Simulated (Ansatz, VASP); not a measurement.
**GaP: VASP beside Ansatz**

File INCAR:

```
PREC     = Accurate       # precision mode
ENCUT    = 520            # plane-wave cutoff, eV
EDIFF    = 1E-7           # SCF threshold, eV
ISMEAR   = 0              # smearing method
SIGMA    = 0.01           # smearing width, eV
LREAL    = Auto         
LASPH    = T              # aspherical terms in the spheres
NELM     = 80             # most SCF steps
ALGO     = Normal         # electronic algorithm
ISIF     = 2              # what is computed and relaxed
LWAVE    = F              # write WAVECAR
LCHARG   = T              # write CHGCAR
GGA      = PE             # functional
LELF     = T              # ELF
LVHAR    = T            
NBANDS   = 86             # bands
```

File KPOINTS:

```
Automatic mesh
0
Gamma
  1 1 1
```

Contents of POSCAR:

```
GaP
1.0
    0.0000000000      5.5051169776     -5.5051169776
    5.5051169776      5.5051169776      0.0000000000
    5.5051169776      0.0000000000     -5.5051169776
Ga P
8 8
Direct
    0.5000000000      0.5000000000      0.0000000000
    0.5000000000      0.0000000000      0.0000000000
    1.0000000000      0.5000000000      0.0000000000
    1.0000000000      0.0000000000      0.0000000000
    0.5000000000      0.5000000000      0.5000000000
    0.5000000000      0.0000000000      0.5000000000
    1.0000000000      0.5000000000      0.5000000000
    1.0000000000      0.0000000000      0.5000000000
    0.3750000000      0.3750000000      0.3750000000
    0.3750000000      0.8750000000      0.3750000000
    0.8750000000      0.3750000000      0.3750000000
    0.8750000000      0.8750000000      0.3750000000
    0.3750000000      0.3750000000      0.8750000000
    0.3750000000      0.8750000000      0.8750000000
    0.8750000000      0.3750000000      0.8750000000
    0.8750000000      0.8750000000      0.8750000000
```

Input for Ansatz:

```yaml
crystal:
  lattice:
    - [0.0, 5.5051169764, -5.5051169764]
    - [5.5051169764, 5.5051169764, 0.0]
    - [5.5051169764, 0.0, -5.5051169764]
  atoms:
    - { symbol: Ga, position: [0.5, 0.5, 0.0] }
    - { symbol: Ga, position: [0.5, 0.0, 0.0] }
    - { symbol: Ga, position: [1.0, 0.5, 0.0] }
    - { symbol: Ga, position: [1.0, 0.0, 0.0] }
    - { symbol: Ga, position: [0.5, 0.5, 0.5] }
    - { symbol: Ga, position: [0.5, 0.0, 0.5] }
    - { symbol: Ga, position: [1.0, 0.5, 0.5] }
    - { symbol: Ga, position: [1.0, 0.0, 0.5] }
    - { symbol: P, position: [0.375, 0.375, 0.375] }
    - { symbol: P, position: [0.375, 0.875, 0.375] }
    - { symbol: P, position: [0.875, 0.375, 0.375] }
    - { symbol: P, position: [0.875, 0.875, 0.375] }
    - { symbol: P, position: [0.375, 0.375, 0.875] }
    - { symbol: P, position: [0.375, 0.875, 0.875] }
    - { symbol: P, position: [0.875, 0.375, 0.875] }
    - { symbol: P, position: [0.875, 0.875, 0.875] }
basis:
  ecutwfc: 420
  xc_grid: 2
kpoints:
  mp_grid: { grid: [1, 1, 1], shift: [0.0, 0.0, 0.0] }
hamiltonian:
  xc: pbe
scf:
  occupations: { method: gaussian, width: 0.01 }
output:
  forces: true
  stress: true
  eigenvalues: true
```

Alike in both runs: task single point; functional PBE; k mesh 1 × 1 × 1; occupations gaussian, width 0.01 eV; no spin polarisation.

```csv
,VASP,Ansatz
version,VASP 6.6.1,Ansatz 0.2.0
potentials or method,"VASP PAW PBE potentials, release 64 (Ga_d, P), cutoff 520 eV","scalar-relativistic, plane waves, PAW"
valence electrons in the cell,144,144
```

|  | VASP | Ansatz | Ansatz less VASP |
| --- | --- | --- | --- |
| gap on the k mesh at the Fermi level (eV) | 1.44 | 1.44 | +0.004 |
| least direct gap on the mesh (eV) | 1.44 | 1.44 | +0.004 |
| pressure (GPa) | 6.4 | 6.4 | 0.00 |

The functional is the same, so the differences come from potentials, cutoffs and numerics.

The k mesh is coarse, so the values compare programs but aren't converged.
